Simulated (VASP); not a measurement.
# Rb (Im-3m) in VASP: further runs, part 3 of 3

VASP 6.6.1. Earlier steps stand in the parts before.

## 4. Electric field gradients, PBEsol (90.14 Å³/atom)

This run uses another cell than the first one, of 90.14 Å³/atom.

File INCAR:

```
SYSTEM = Rb
PREC = Accurate
ENCUT = 520
EDIFF = 1E-8
ISMEAR = -1
SIGMA = 0.05
LREAL = .FALSE.
LASPH = .TRUE.
NELM = 60
ALGO = Normal
ISIF = 2
LWAVE = .FALSE.
LCHARG = .FALSE.
GGA = PS
LEFG = .TRUE.
NBANDS = 10
```

File KPOINTS:

```
regular mesh
0
G
  8 8 8
  0 0 0
```

File POSCAR:

```
Rb
1.0
   -2.8245833230      2.8245833230      2.8245833230
    2.8245833230     -2.8245833230      2.8245833230
    2.8245833230      2.8245833230     -2.8245833230
Rb
1
Direct
    0.0000000000      0.0000000000      0.0000000000
```

Potentials or basis: VASP PAW PBE potentials, release 64 (Rb_sv).

Launch:

```sh
cat potpaw_PBE.64/Rb_sv/POTCAR > POTCAR
mpirun -np 1 vasp_std > vasp.out
```

OUTCAR:

```text
SYSTEM = Rb
   PREC = Accurate
   ENCUT = 520
   EDIFF = 1E-8
   ISMEAR = -1
   LREAL = .FALSE.
   LASPH = .TRUE.
   NELM = 60
   ISIF = 2
   GGA = PS

 ion  position               nearest neighbor table
   1  0.000  0.000  0.000-

  LATTYP: Found a body centered cubic cell.
 ALAT       =     5.6491666460

  Lattice vectors:

 A1 = (  -2.8245833230,   2.8245833230,   2.8245833230)
 A2 = (   2.8245833230,  -2.8245833230,   2.8245833230)
 A3 = (   2.8245833230,   2.8245833230,  -2.8245833230)

Analysis of symmetry for initial positions (statically):
=====================================================================
 Subroutine PRICEL returns:
 Original cell was already a primitive cell.

 Routine SETGRP: Setting up the symmetry group for a
 body centered cubic supercell.

 Subroutine GETGRP returns: Found 48 space group operations
 (whereof 48 operations were pure point group operations)
 out of a pool of 48 trial point group operations.

The static configuration has the point symmetry O_h .

Analysis of symmetry for dynamics (positions and initial velocities):
=====================================================================
 Subroutine PRICEL returns:
 Original cell was already a primitive cell.

 Routine SETGRP: Setting up the symmetry group for a
 body centered cubic supercell.

 Subroutine GETGRP returns: Found 48 space group operations
 (whereof 48 operations were pure point group operations)
 out of a pool of 48 trial point group operations.

The dynamic configuration has the point symmetry O_h .

 Subroutine INISYM returns: Found 48 space group operations
 (whereof 48 operations are pure point group operations),
 and found     1 'primitive' translations
[... 156 lines left out ...]
      8       3.6567      0.00000
      9       4.6098      0.00000
     10       4.6098      0.00000
[... 287 lines left out ...]
 k-point    24 :      -0.3750    0.3750    0.2500
  band No.  band energies     occupation
      1     -28.8784      2.00000
      2     -13.0044      2.00000
      3     -12.9773      2.00000
      4     -12.9672      2.00000
      5       0.0798      0.27131
      6       1.6627      0.00000
      7       2.8992      0.00000
      8       2.9333      0.00000
      9       3.9944      0.00000
     10       5.1530      0.00000

 [... further k-points ...]

------------------------ aborting loop because EDIFF is reached ----------------------------------------

  FORCE on cell =-STRESS in cart. coord.  units (eV):
  Direction    XX          YY          ZZ          XY          YZ          ZX
  --------------------------------------------------------------------------------------
  -------------------------------------------------------------------------------------
  Total       -0.0602982     -0.0602982     -0.0602982      0.0000000      0.0000000      0.0000000
  in kB       -1.0717459     -1.0717459     -1.0717459      0.0000000      0.0000000      0.0000000
  external PRESSURE =      -1.0717459 kB  Pullay stress =       0.0000000 kB

 VOLUME and BASIS-vectors are now :
 -----------------------------------------------------------------------------
  energy-cutoff  :      520.00
  volume of cell :       90.14
      direct lattice vectors                 reciprocal lattice vectors
    -2.824583323  2.824583323  2.824583323     0.000000000  0.177017260  0.177017260
     2.824583323 -2.824583323  2.824583323     0.177017260  0.000000000  0.177017260
     2.824583323  2.824583323 -2.824583323     0.177017260  0.177017260  0.000000000

 POSITION                                       TOTAL-FORCE (eV/Angst)
 -----------------------------------------------------------------------------------
      0.00000      0.00000      0.00000         0.000000     -0.000000     -0.000000
 -----------------------------------------------------------------------------------
    total drift:                               -0.000000      0.000000      0.000000

  FREE ENERGIE OF THE ION-ELECTRON SYSTEM (eV)
  ---------------------------------------------------
  free  energy   TOTEN  =        -1.0225345181 eV

  energy  without entropy=       -1.0118493104  energy(sigma->0) =       -1.01719191

 Electric field gradients (V/A^2)
---------------------------------------------------------------------
 ion       V_xx      V_yy      V_zz      V_xy      V_xz      V_yz
---------------------------------------------------------------------
   1      -0.000    -0.000    -0.000     0.000     0.000     0.000
---------------------------------------------------------------------

 Electric field gradients after diagonalization (V/A^2)
 (convention: |V_zz| > |V_xx| > |V_yy|)
----------------------------------------------------------------------
 ion       V_xx      V_yy      V_zz     asymmetry (V_yy - V_xx)/ V_zz
----------------------------------------------------------------------
   1      -0.000    -0.000     0.000       0.000
----------------------------------------------------------------------

           NMR quadrupolar parameters

 Cq : quadrupolar parameter    Cq=e*Q*V_zz/h
 eta: asymmetry parameters     (V_yy - V_xx)/ V_zz
 Q  : nuclear electric quadrupole moment in mb (millibarn)
----------------------------------------------------------------------
 ion       Cq(MHz)       eta       Q (mb)
----------------------------------------------------------------------
   1       0.000       0.000       1.000
----------------------------------------------------------------------
```

OSZICAR:

```text
N       E                     dE             d eps       ncg     rms          rms(c)
DAV:   1     0.440997980334E+02    0.44100E+02   -0.33315E+03   580   0.662E+02
DAV:   2     0.191319232115E+01   -0.42187E+02   -0.41155E+02   630   0.129E+02
DAV:   3    -0.907218094454E+00   -0.28204E+01   -0.28128E+01   800   0.331E+01
DAV:   4    -0.102052390074E+01   -0.11331E+00   -0.11288E+00   810   0.566E+00
DAV:   5    -0.102243261539E+01   -0.19087E-02   -0.19086E-02   780   0.666E-01    0.113E+00
DAV:   6    -0.102211942996E+01    0.31319E-03   -0.22098E-03   846   0.267E-01    0.682E-01
DAV:   7    -0.102244615789E+01   -0.32673E-03   -0.37029E-03   804   0.345E-01    0.520E-02
DAV:   8    -0.102252757265E+01   -0.81415E-04   -0.14482E-04   672   0.103E-01    0.162E-02
DAV:   9    -0.102253481577E+01   -0.72431E-05   -0.93848E-06   840   0.221E-02    0.537E-03
DAV:  10    -0.102253450371E+01    0.31206E-06   -0.28813E-06   784   0.942E-03    0.875E-04
DAV:  11    -0.102253452304E+01   -0.19332E-07   -0.12749E-07   794   0.208E-03    0.298E-04
DAV:  12    -0.102253451813E+01    0.49114E-08   -0.62205E-09   634   0.454E-04
   1 F= -.10225345E+01 E0= -.10171919E+01  d E =-.106852E-01
```

Wall time 33 s (1 thread of Intel Xeon 8259CL, shared host); peak memory 0.2 GiB.

Results:

| Item | Value |
| --- | --- |
| Free energy | -1.0225 eV |
| Pressure | -0.1 GPa |
| Band gap on the k mesh | zero (an odd number of electrons rules out a gap without spin polarisation) |
| Largest electric field gradient by atom | under 0.05 V/Å² on every atom |

Levels at points of the mesh, in eV from the Fermi level:
```csv
k point,band 1,band 2,band 3,band 4,band 5,band 6,band 7,band 8
"(0.00, 0.00, 0.00)",-28.87,-12.92,-12.92,-12.92,-2.01,3.67,3.67,3.67
"(0.50, 0.00, 0.00)",-28.87,-13.02,-12.95,-12.92,0.22,0.77,2.57,4.26
"(0.50, 0.50, 0.50)",-28.86,-12.99,-12.99,-12.99,1.24,1.24,3.25,3.25
```

Caveat: the PAW data sets were made with another functional, which shifts forces and pressure a little.

## 5. Electric field gradients, PBEsol (91.91 Å³/atom)

This run uses another cell than the first one, of 91.91 Å³/atom.

File INCAR:

```
  ALGO = Normal
  EDIFF = 1E-8
  ENCUT = 520
  GGA = PS
  ISIF = 2
  ISMEAR = -1
  LASPH = True
  LCHARG = False
  LEFG = True
  LREAL = False
  LWAVE = False
  NBANDS = 10
  NELM = 80
  PREC = Accurate
  SIGMA = 0.05
```

File KPOINTS:

```
k-points
0
Gamma
  8 8 8
```

File POSCAR:

```
Rb
1.0
   -2.8429252871      2.8429252871      2.8429252871
    2.8429252871     -2.8429252871      2.8429252871
    2.8429252871      2.8429252871     -2.8429252871
Rb
1
Direct
    0.0000000000      0.0000000000      0.0000000000
```

Potentials or basis: VASP PAW PBE potentials, release 64 (Rb_sv).

Launch:

```sh
cat potpaw_PBE.64/Rb_sv/POTCAR > POTCAR
mpirun -np 1 vasp_std > vasp.out
```

OUTCAR:

```text
EDIFF = 1E-8
   ENCUT = 520
   GGA = PS
   ISIF = 2
   ISMEAR = -1
   LASPH = True
   LREAL = False
   NELM = 80
   PREC = Accurate

 ion  position               nearest neighbor table
   1  0.000  0.000  0.000-

  LATTYP: Found a body centered cubic cell.
 ALAT       =     5.6858505742

  Lattice vectors:

 A1 = (  -2.8429252871,   2.8429252871,   2.8429252871)
 A2 = (   2.8429252871,  -2.8429252871,   2.8429252871)
 A3 = (   2.8429252871,   2.8429252871,  -2.8429252871)

Analysis of symmetry for initial positions (statically):
=====================================================================
 Subroutine PRICEL returns:
 Original cell was already a primitive cell.

 Routine SETGRP: Setting up the symmetry group for a
 body centered cubic supercell.

[... 493 lines left out ...]
  external PRESSURE =      -1.5420443 kB  Pullay stress =       0.0000000 kB

 VOLUME and BASIS-vectors are now :
 -----------------------------------------------------------------------------
  energy-cutoff  :      520.00
  volume of cell :       91.91
      direct lattice vectors                 reciprocal lattice vectors
    -2.842925287  2.842925287  2.842925287     0.000000000  0.175875181  0.175875181
     2.842925287 -2.842925287  2.842925287     0.175875181  0.000000000  0.175875181
     2.842925287  2.842925287 -2.842925287     0.175875181  0.175875181  0.000000000

 POSITION                                       TOTAL-FORCE (eV/Angst)
 -----------------------------------------------------------------------------------
      0.00000      0.00000      0.00000        -0.000000      0.000000     -0.000000
 -----------------------------------------------------------------------------------
    total drift:                               -0.000000      0.000000     -0.000000

  FREE ENERGIE OF THE ION-ELECTRON SYSTEM (eV)
  ---------------------------------------------------
  free  energy   TOTEN  =        -1.0211070212 eV

  energy  without entropy=       -1.0104306171  energy(sigma->0) =       -1.01576882

 Electric field gradients (V/A^2)
---------------------------------------------------------------------
 ion       V_xx      V_yy      V_zz      V_xy      V_xz      V_yz
---------------------------------------------------------------------
   1      -0.000    -0.000     0.000     0.000     0.000     0.000
---------------------------------------------------------------------

 Electric field gradients after diagonalization (V/A^2)
 (convention: |V_zz| > |V_xx| > |V_yy|)
----------------------------------------------------------------------
 ion       V_xx      V_yy      V_zz     asymmetry (V_yy - V_xx)/ V_zz
----------------------------------------------------------------------
   1      -0.000    -0.000     0.000       0.000
----------------------------------------------------------------------

           NMR quadrupolar parameters

 Cq : quadrupolar parameter    Cq=e*Q*V_zz/h
 eta: asymmetry parameters     (V_yy - V_xx)/ V_zz
 Q  : nuclear electric quadrupole moment in mb (millibarn)
----------------------------------------------------------------------
 ion       Cq(MHz)       eta       Q (mb)
----------------------------------------------------------------------
   1       0.000       0.000       1.000
----------------------------------------------------------------------
```

Wall time 45 s (1 thread of Intel Xeon 8259CL, shared host); peak memory 0.23 GiB.

Results:

```
Free energy                             : -1.0211 eV
Pressure                                : -0.2 GPa
Band gap on the k mesh                  : zero (an odd number of electrons rules out a gap without spin polarisation)
Largest electric field gradient by atom : under 0.05 V/Å² on every atom
```

Levels at points of the mesh, in eV from the Fermi level:
```
           k point  band 1  band 2  band 3  band 4  band 5  band 6  band 7  band 8  band 9
(0.00, 0.00, 0.00)  -28.88  -12.93  -12.93  -12.93   -1.98    3.65    3.65    3.65    4.59
(0.50, 0.00, 0.00)  -28.88  -13.02  -12.96  -12.93    0.22    0.75    2.56    4.22    5.12
(0.50, 0.50, 0.50)  -28.88  -13.00  -13.00  -13.00    1.25    1.25    3.20    3.20    3.20
```

Caveat: the PAW data sets were made with another functional, which shifts forces and pressure a little.

## 6. The runs side by side

```csv
cell,gap on the mesh (eV),pressure (GPa)
"a = 4.876 Å, angles 109.5°, 1 atom",none,-0.1
"a = 4.892 Å, angles 109.5°, 1 atom",none,-0.1
"a = 4.924 Å, angles 109.5°, 1 atom",none,-0.2
```

Alike in all rows: task electric field gradients; level PBEsol; potentials or basis VASP PAW PBE potentials, release 64 (Rb_sv); no spin polarisation; k mesh 8 × 8 × 8; cutoff (eV) 520; smearing fermi-dirac 0.05 eV.

Caveats: the PAW data sets were made with another functional, which shifts forces and pressure a little.

Total energies depend on the potentials used, so only differences within one code and one set of settings carry meaning.
